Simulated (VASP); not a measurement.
# CdSiP2 (I-42d) in VASP: single point with PBE

Aim: the single point of CdSiP2 with PBE.

All numbers are computed with VASP 6.6.1; they aren't measurements. Logs are shortened: lines on timing, memory, paths and dates and some standing lists are left out, and cuts for length are marked.

## 1. The cell of the first run

The structure is tetragonal, space group I-42d (No. 122). The conventional cell has a = 5.694 Å, b = 5.694 Å, c = 10.484 Å, α = 90.00°, β = 90.00°, γ = 90.00°. Cd (site symmetry -4) has 4 P at 2.57 Å within 3.4 Å. Si (site symmetry -4) has 4 P at 2.26 Å within 3.0 Å. P (site symmetry 2) has 2 Si at 2.26 Å and 2 Cd at 2.57 Å within 3.0 Å.

## 2. Single point, PBE, non-collinear spin, zero start, spin-orbit coupling

Contents of INCAR:

```
PREC     = Accurate       # precision mode
ENCUT    = 500            # plane-wave cutoff, eV
EDIFF    = 1E-6           # SCF threshold, eV
ISMEAR   = 0              # smearing method
SIGMA    = 0.01           # smearing width, eV
LREAL    = False          # projectors in reciprocal space
LASPH    = True           # aspherical terms in the spheres
NELM     = 200            # most SCF steps
ALGO     = Normal         # electronic algorithm
ISIF     = 2              # what is computed and relaxed
LWAVE    = False          # write WAVECAR
LCHARG   = False          # write CHGCAR
MAGMOM   = 0 0 0 0 0 0 0 0 0 0 0 0 0 0 0 0 0 0 0 0 0 0 0 0 # initial moments
LORBIT   = 11             # projections on sites
LSORBIT  = True           # spin-orbit coupling
GGA_COMPAT= False        
LORBMOM  = True         
GGA      = PE             # functional
NBANDS   = 70             # bands
KPAR     = 4
```

Contents of KPOINTS:

```
regular mesh
0
Gamma
  6 6 6
```

Contents of POSCAR:

```
CdSiP2
1.0
   -2.8468551885      2.8468551885      5.2420618343
    2.8468551885     -2.8468551885      5.2420618343
    2.8468551885      2.8468551885     -5.2420618343
Cd Si P
2 2 4
Direct
    0.7500000000      0.2500000000      0.5000000000
    0.0000000000      0.0000000000      0.0000000000
    0.5000000000      0.5000000000      0.0000000000
    0.2500000000      0.7500000000      0.5000000000
    0.8750000000      0.8288409815      0.4538409815
    0.1711590185      0.6250000000      0.0461590185
    0.3750000000      0.4211590185      0.5461590185
    0.5788409815      0.1250000000      0.9538409815
```

Potentials or basis: VASP PAW PBE potentials, release 64 (Cd, Si, P).

Run with:

```console
cat potpaw_PBE.64/Cd/POTCAR potpaw_PBE.64/Si/POTCAR potpaw_PBE.64/P/POTCAR > POTCAR
mpirun -np 4 vasp_ncl > vasp.out
```

OUTCAR:

```text
PREC = Accurate
   ENCUT = 500
   EDIFF = 1E-6
   ISMEAR = 0
   LREAL = False
   LASPH = True
   NELM = 200
   ISIF = 2
   LORBIT = 11
   LSORBIT = True
   GGA = PE

 ion  position               nearest neighbor table
   1  0.750  0.250  0.500-   8 2.57   5 2.57   7 2.57   6 2.57
   2  0.000  0.000  0.000-   5 2.57   6 2.57   8 2.57   7 2.57
   3  0.500  0.500  0.000-   5 2.26   6 2.26   7 2.26   8 2.26
   4  0.250  0.750  0.500-   5 2.26   6 2.26   7 2.26   8 2.26
   5  0.875  0.829  0.454-   3 2.26   4 2.26   2 2.57   1 2.57
   6  0.171  0.625  0.046-   3 2.26   4 2.26   2 2.57   1 2.57
   7  0.375  0.421  0.546-   3 2.26   4 2.26   1 2.57   2 2.57
   8  0.579  0.125  0.954-   3 2.26   4 2.26   1 2.57   2 2.57

  LATTYP: Found a body centered tetragonal cell.
 ALAT       =     5.6937103770
 C/A-ratio  =     1.8413517679

  Lattice vectors:

 A1 = (  -2.8468551885,   2.8468551885,   5.2420618343)
 A2 = (   2.8468551885,  -2.8468551885,   5.2420618343)
 A3 = (   2.8468551885,   2.8468551885,  -5.2420618343)

Analysis of symmetry for initial positions (statically):
=====================================================================
 Subroutine PRICEL returns:
 Original cell was already a primitive cell.

 Routine SETGRP: Setting up the symmetry group for a
 body centered tetragonal supercell.

 Subroutine GETGRP returns: Found  8 space group operations
 (whereof  4 operations were pure point group operations)
 out of a pool of 16 trial point group operations.

The static configuration has the point symmetry S_4 .
 The point group associated with its full space group is D_2d.

Analysis of symmetry for dynamics (positions and initial velocities):
=====================================================================
 Subroutine PRICEL returns:
 Original cell was already a primitive cell.

 Routine SETGRP: Setting up the symmetry group for a
 body centered tetragonal supercell.

 Subroutine GETGRP returns: Found  8 space group operations
 (whereof  4 operations were pure point group operations)
 out of a pool of 16 trial point group operations.

The dynamic configuration has the point symmetry S_4 .
 The point group associated with its full space group is D_2d.

Analysis of structural, dynamic, and magnetic symmetry:
=====================================================================
 Subroutine PRICEL returns:
 Original cell was already a primitive cell.

 Routine SETGRP: Setting up the symmetry group for a
 body centered tetragonal supercell.

 Subroutine GETGRP returns: Found  8 space group operations
 (whereof  4 operations were pure point group operations)
 out of a pool of 16 trial point group operations.

The overall configuration has the point symmetry S_4 .
 The point group associated with its full space group is D_2d.

 Subroutine INISYM returns: Found  8 space group operations
 (whereof  4 operations are pure point group operations),
 and found     1 'primitive' translations

----------------------------------------------------------------------------------------

                                     Primitive cell

  volume of cell :     169.9389

  direct lattice vectors                    reciprocal lattice vectors
    -2.846855189  2.846855189  5.242061834     0.000000000  0.175632397  0.095382316
     2.846855189 -2.846855189  5.242061834     0.175632397  0.000000000  0.095382316
     2.846855189  2.846855189 -5.242061834     0.175632397  0.175632397  0.000000000

  length of vectors
     6.609718693  6.609718693  6.609718693     0.199861265  0.199861265  0.248381717

  position of ions in fractional coordinates (direct lattice)
     0.750000000  0.250000000  0.500000000
     0.000000000  0.000000000  0.000000000
     0.500000000  0.500000000  0.000000000
     0.250000000  0.750000000  0.500000000
     0.875000000  0.828840982  0.453840982
     0.171159018  0.625000000  0.046159018
     0.375000000  0.421159018  0.546159018
     0.578840982  0.125000000  0.953840982

  ion indices of the primitive-cell ions
   primitive index   ion index
                 1           1
                 2           2
                 3           3
                 4           4
                 5           5
                 6           6
                 7           7
                 8           8

----------------------------------------------------------------------------------------

 KPOINTS: regular mesh

Automatic generation of k-mesh.
 Grid dimensions read from file:
 generate k-points for:    6    6    6
[... 121 lines left out ...]
 fundamental gap:      1.3672880597
 Fermi energy:         4.0927922531

 k-point     1 :       0.0000    0.0000    0.0000
  band No.  band energies     occupation
      1      -8.6723      1.00000
      2      -8.6723      1.00000
      3      -6.1878      1.00000
      4      -6.1878      1.00000
      5      -6.1851      1.00000
      6      -6.1851      1.00000
[... 1597 lines left out ...]
     63       7.6933      0.00000
     64       7.6986      0.00000

 [... further k-points ...]

 [bands above 64 left out]

------------------------ aborting loop because EDIFF is reached ----------------------------------------

  FORCE on cell =-STRESS in cart. coord.  units (eV):
  Direction    XX          YY          ZZ          XY          YZ          ZX
  --------------------------------------------------------------------------------------
  -------------------------------------------------------------------------------------
  Total        1.6954557      1.6954557      1.7649489      0.0000000     -0.0000000      0.0000000
  in kB       15.9846872     15.9846872     16.6398665      0.0000000     -0.0000000      0.0000000
  external PRESSURE =      16.2030803 kB  Pullay stress =       0.0000000 kB

 VOLUME and BASIS-vectors are now :
 -----------------------------------------------------------------------------
  energy-cutoff  :      500.00
  volume of cell :      169.94
      direct lattice vectors                 reciprocal lattice vectors
    -2.846855189  2.846855189  5.242061834     0.000000000  0.175632397  0.095382316
     2.846855189 -2.846855189  5.242061834     0.175632397  0.000000000  0.095382316
     2.846855189  2.846855189 -5.242061834     0.175632397  0.175632397  0.000000000

 POSITION                                       TOTAL-FORCE (eV/Angst)
 -----------------------------------------------------------------------------------
      0.00000      2.84686      2.62103        -0.000000     -0.000000     -0.000000
      0.00000      0.00000      0.00000        -0.000000     -0.000000     -0.000000
      0.00000      0.00000      5.24206        -0.000000     -0.000000      0.000000
      2.84686      0.00000      2.62103        -0.000000     -0.000000      0.000000
      1.16061      1.42343      6.55258         0.026250     -0.000000     -0.000000
      1.42343     -1.16061      3.93155        -0.000000     -0.026250      0.000000
      1.68624      1.42343      1.31052        -0.026250     -0.000000      0.000000
      1.42343      4.00747     -1.31052        -0.000000      0.026250     -0.000000
 -----------------------------------------------------------------------------------
    total drift:                               -0.000001     -0.000001     -0.000001

  FREE ENERGIE OF THE ION-ELECTRON SYSTEM (eV)
  ---------------------------------------------------
  free  energy   TOTEN  =       -35.6324463944 eV

  energy  without entropy=      -35.6324463944  energy(sigma->0) =      -35.63244639

 orbital moment (x)

 # of ion     p       d       tot
 ----------------------------------------
  1         0.000   0.000   0.000
  2         0.000  -0.000  -0.000
  3        -0.000   0.000  -0.000
  4         0.000   0.000   0.000
  5        -0.000   0.000  -0.000
  6         0.000   0.000   0.000
  7         0.000   0.000   0.000
  8         0.000   0.000   0.000
 ----------------------------------------
            0.000  -0.000  -0.000

 orbital moment (y)

 # of ion     p       d       tot
 ----------------------------------------
  1         0.000   0.000   0.000
  2         0.000   0.000   0.000
  3        -0.000   0.000  -0.000
  4        -0.000   0.000  -0.000
  5         0.000   0.000   0.000
  6        -0.000   0.000  -0.000
  7         0.000   0.000   0.000
  8         0.000   0.000   0.000
 ----------------------------------------
            0.000   0.000   0.000

 orbital moment (z)

 # of ion     p       d       tot
 ----------------------------------------
  1         0.000   0.000   0.000
  2        -0.000  -0.000  -0.000
  3         0.000   0.000   0.000
  4        -0.000   0.000  -0.000
  5         0.000   0.000   0.000
  6         0.000   0.000   0.000
  7         0.000   0.000   0.000
  8         0.000   0.000   0.000
 ----------------------------------------
           -0.000   0.000   0.000

 Spin-Orbit-Coupling matrix elements

 Ion:    1  E_soc:     -0.0611911
 l=   1
     0.0000000    -0.0029029    -0.0030334
    -0.0029029     0.0000000    -0.0029029
    -0.0030334    -0.0029029     0.0000000
 l=   2
     0.0000000    -0.0014944     0.0000000    -0.0014944    -0.0057815
    -0.0014944     0.0000000    -0.0043210    -0.0014729    -0.0014356
     0.0000000    -0.0043210     0.0000000    -0.0043210     0.0000000
    -0.0014944    -0.0014729    -0.0043210     0.0000000    -0.0014356
    -0.0057815    -0.0014356     0.0000000    -0.0014356     0.0000000
 l=   3
     0.0000000     0.0000000     0.0000000     0.0000000     0.0000000     0.0000000     0.0000000
     0.0000000     0.0000000     0.0000000     0.0000000     0.0000000     0.0000000     0.0000000
     0.0000000     0.0000000     0.0000000     0.0000000     0.0000000     0.0000000     0.0000000
     0.0000000     0.0000000     0.0000000     0.0000000     0.0000000     0.0000000     0.0000000
[... 129 lines left out ...]
 l=   2
     0.0000000     0.0000000     0.0000000     0.0000000     0.0000000
     0.0000000     0.0000000     0.0000000     0.0000000     0.0000000
     0.0000000     0.0000000     0.0000000     0.0000000     0.0000000
     0.0000000     0.0000000     0.0000000     0.0000000     0.0000000
     0.0000000     0.0000000     0.0000000     0.0000000     0.0000000
 l=   3
     0.0000000     0.0000000     0.0000000     0.0000000     0.0000000     0.0000000     0.0000000
     0.0000000     0.0000000     0.0000000     0.0000000     0.0000000     0.0000000     0.0000000
     0.0000000     0.0000000     0.0000000     0.0000000     0.0000000     0.0000000     0.0000000
     0.0000000     0.0000000     0.0000000     0.0000000     0.0000000     0.0000000     0.0000000
     0.0000000     0.0000000     0.0000000     0.0000000     0.0000000     0.0000000     0.0000000
     0.0000000     0.0000000     0.0000000     0.0000000     0.0000000     0.0000000     0.0000000
     0.0000000     0.0000000     0.0000000     0.0000000     0.0000000     0.0000000     0.0000000

 total charge

# of ion       s       p       d       tot
------------------------------------------
    1        0.477   0.374   9.513  10.364
    2        0.477   0.374   9.513  10.364
    3        0.734   0.866   0.000   1.600
    4        0.734   0.866   0.000   1.600
    5        1.023   1.521   0.000   2.544
    6        1.023   1.521   0.000   2.544
    7        1.023   1.521   0.000   2.544
    8        1.023   1.521   0.000   2.544
--------------------------------------------------
tot          6.516   8.564  19.026  34.106

 magnetization (x)

# of ion       s       p       d       tot
------------------------------------------
    1       -0.000   0.000   0.000  -0.000
    2        0.000   0.000  -0.000  -0.000
    3        0.000   0.000   0.000   0.000
    4        0.000   0.000   0.000   0.000
    5        0.000   0.000   0.000   0.000
    6       -0.000  -0.000   0.000  -0.000
    7       -0.000  -0.000   0.000  -0.000
    8        0.000   0.000   0.000   0.000
--------------------------------------------------
tot         -0.000  -0.000  -0.000  -0.000

 magnetization (y)

# of ion       s       p       d       tot
------------------------------------------
    1       -0.000   0.000  -0.000  -0.000
    2       -0.000  -0.000   0.000  -0.000
    3        0.000  -0.000   0.000  -0.000
    4        0.000  -0.000   0.000  -0.000
    5        0.000   0.000   0.000   0.000
    6        0.000   0.000   0.000   0.000
    7        0.000   0.000   0.000   0.000
    8       -0.000  -0.000   0.000  -0.000
--------------------------------------------------
tot          0.000   0.000  -0.000   0.000

 magnetization (z)

# of ion       s       p       d       tot
------------------------------------------
    1        0.000   0.000  -0.000  -0.000
    2       -0.000  -0.000   0.000   0.000
    3       -0.000  -0.000   0.000  -0.000
    4        0.000   0.000   0.000   0.000
    5       -0.000  -0.000   0.000  -0.000
    6        0.000  -0.000   0.000   0.000
    7       -0.000   0.000   0.000  -0.000
    8       -0.000   0.000   0.000   0.000
--------------------------------------------------
tot         -0.000  -0.000   0.000  -0.000
```

Run time: 5.2 min. Hardware: 4 MPI ranks of Intel Xeon Platinum 8488C (Sapphire Rapids), shared host; peak memory 1.2 GiB.

Results:

```
Free energy                                           : -35.6324 eV
Pressure                                              : 1.6 GPa
Largest force                                         : 0.026 eV/Å
Net moment                                            : 0.00 μB per cell
Valence electrons inside the program's atomic spheres : Cd 10.36; Si 1.60; P 2.54
```

Forces on the atoms (eV/Å):
```
Cd   0.000  0.000  0.000
Cd   0.000  0.000  0.000
Si   0.000  0.000  0.000
Si   0.000  0.000  0.000
P    0.026  0.000  0.000
P    0.000 -0.026  0.000
P   -0.026  0.000  0.000
P    0.000  0.026  0.000
```

Moments on the atoms (μB; x, y, z):
```
Cd  0.00 0.00 0.00
Cd  0.00 0.00 0.00
Si  0.00 0.00 0.00
Si  0.00 0.00 0.00
P   0.00 0.00 0.00
P   0.00 0.00 0.00
P   0.00 0.00 0.00
P   0.00 0.00 0.00
```
